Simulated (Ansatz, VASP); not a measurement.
# Be16CO in VASP and in Ansatz

INCAR

```
PREC     = Accurate       # precision mode
ENCUT    = 520            # plane-wave cutoff, eV
EDIFF    = 1E-6           # SCF threshold, eV
ISMEAR   = 0              # smearing method
SIGMA    = 0.1            # smearing width, eV
LREAL    = Auto         
LASPH    = T              # aspherical terms in the spheres
NELM     = 80             # most SCF steps
ALGO     = Normal         # electronic algorithm
ISIF     = 2              # what is computed and relaxed
LWAVE    = F              # write WAVECAR
LCHARG   = F              # write CHGCAR
LDIPOL   = T            
IDIPOL   = 3            
DIPOL    = 0.5 0.5 0.311
GGA      = PE             # functional
NBANDS   = 36             # bands
```

KPOINTS

```
Automatic mesh
0
Gamma
  6 6 1
```

The input POSCAR:

```
Be16CO
1.0
    4.5254381410      0.0000000000      0.0000000000
   -2.2627190705      3.9191443934      0.0000000000
    0.0000000000      0.0000000000     23.4761687145
Be C O
16 1 1
Direct
    0.3333333333      0.1666666667      0.1703855535
    0.3333333333      0.6666666667      0.1703855535
    0.8333333333      0.1666666667      0.1703855535
    0.8333333333      0.6666666667      0.1703855535
    0.1666666667      0.3333333333      0.2463521558
    0.1666666667      0.8333333333      0.2463521558
    0.6666666667      0.3333333333      0.2463521558
    0.6666666667      0.8333333333      0.2463521558
    0.3333333333      0.1666666667      0.3241941575
    0.3333333333      0.6666666667      0.3241941575
    0.8333333333      0.1666666667      0.3241941575
    0.8333333333      0.6666666667      0.3241941575
    0.1666666667      0.3333333333      0.4036505628
    0.1666666667      0.8333333333      0.4036505628
    0.6666666667      0.3333333333      0.4036505628
    0.6666666667      0.8333333333      0.4036505628
    0.1666666667      0.3333333333      0.4828798452
    0.1666666667      0.3333333333      0.5322916557
```

Input for Ansatz:

```yaml
crystal:
  lattice:
    - [4.525438141, 0.0, 0.0]
    - [-2.2627190705, 3.9191443934, 0.0]
    - [0.0, 0.0, 23.4761687145]
  atoms:
    - { symbol: Be, position: [0.3333333333, 0.1666666667, 0.1703855535] }
    - { symbol: Be, position: [0.3333333333, 0.6666666667, 0.1703855535] }
    - { symbol: Be, position: [0.8333333333, 0.1666666667, 0.1703855535] }
    - { symbol: Be, position: [0.8333333333, 0.6666666667, 0.1703855535] }
    - { symbol: Be, position: [0.1666666667, 0.3333333333, 0.2463521558] }
    - { symbol: Be, position: [0.1666666667, 0.8333333333, 0.2463521558] }
    - { symbol: Be, position: [0.6666666667, 0.3333333333, 0.2463521558] }
    - { symbol: Be, position: [0.6666666667, 0.8333333333, 0.2463521558] }
    - { symbol: Be, position: [0.3333333333, 0.1666666667, 0.3241941575] }
    - { symbol: Be, position: [0.3333333333, 0.6666666667, 0.3241941575] }
    - { symbol: Be, position: [0.8333333333, 0.1666666667, 0.3241941575] }
    - { symbol: Be, position: [0.8333333333, 0.6666666667, 0.3241941575] }
    - { symbol: Be, position: [0.1666666667, 0.3333333333, 0.4036505628] }
    - { symbol: Be, position: [0.1666666667, 0.8333333333, 0.4036505628] }
    - { symbol: Be, position: [0.6666666667, 0.3333333333, 0.4036505628] }
    - { symbol: Be, position: [0.6666666667, 0.8333333333, 0.4036505628] }
    - { symbol: C, position: [0.1666666667, 0.3333333333, 0.4828798452] }
    - { symbol: O, position: [0.1666666667, 0.3333333333, 0.5322916557] }
basis:
  ecutwfc: 420
kpoints:
  mp_grid: { grid: [6, 6, 1] }
hamiltonian:
  xc: pbe
scf:
  occupations: { method: gaussian, width: 0.1 }
output:
  forces: true
  eigenvalues: true
efield:
  axis: 3
  dipole_correction: true
  ramp_width: 0.04
```

Alike in both runs: task single point; functional PBE; k mesh 6 × 6 × 1; occupations gaussian, width 0.1 eV; no spin polarisation.

```csv
,VASP,Ansatz
version,VASP 6.6.1,Ansatz 0.2.0
potentials or method,"VASP PAW PBE potentials, release 64 (Be, C, O), cutoff 520 eV","scalar-relativistic, plane waves, PAW"
valence electrons in the cell,42,42
```

Ansatz gave:

```
gap on the k mesh at the Fermi level (eV) : none
rms of the force components (eV/Å)        : 0.354
```

Question: What did VASP give for the same quantities?

Answer: gap on the k mesh at the Fermi level (eV): none; rms of the force components (eV/Å): 0.387.

Atom by atom the forces differ by 0.154 eV/Å (rms over components). A gap of «none» marks a metal or a gap that the smearing closes.

Noted on VASP's run: the standard files for N, O and F lose accuracy on very short bonds.
